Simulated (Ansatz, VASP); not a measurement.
ZnS in VASP and in Ansatz

```
Zn S
1.0
     0.00000    2.74512    2.74512
     2.74512    0.00000    2.74512
     2.74512    2.74512    0.00000
Zn S
1 1
Direct
  0.00000 0.00000 0.00000
  0.25000 0.25000 0.25000
```

Alike in both runs: task single point; functional PBE; k mesh 6 × 6 × 6; occupations gaussian, width 0.05 eV; no spin polarisation.

|  | VASP | Ansatz |
| --- | --- | --- |
| version | VASP 6.6.1 | Ansatz 0.2.0 |
| potentials or method | VASP PAW PBE potentials, release 64 (Zn, S), cutoff 500 eV | scalar-relativistic, plane waves, PAW |
| valence electrons in the cell | 18 | 18 |

```tsv
	VASP	Ansatz	Ansatz less VASP
gap on the k mesh at the Fermi level (eV)	1.91	1.91	-0.003
least direct gap on the mesh (eV)	1.91	1.91	-0.003
pressure (GPa)	-1.5	-1.7	-0.13
```
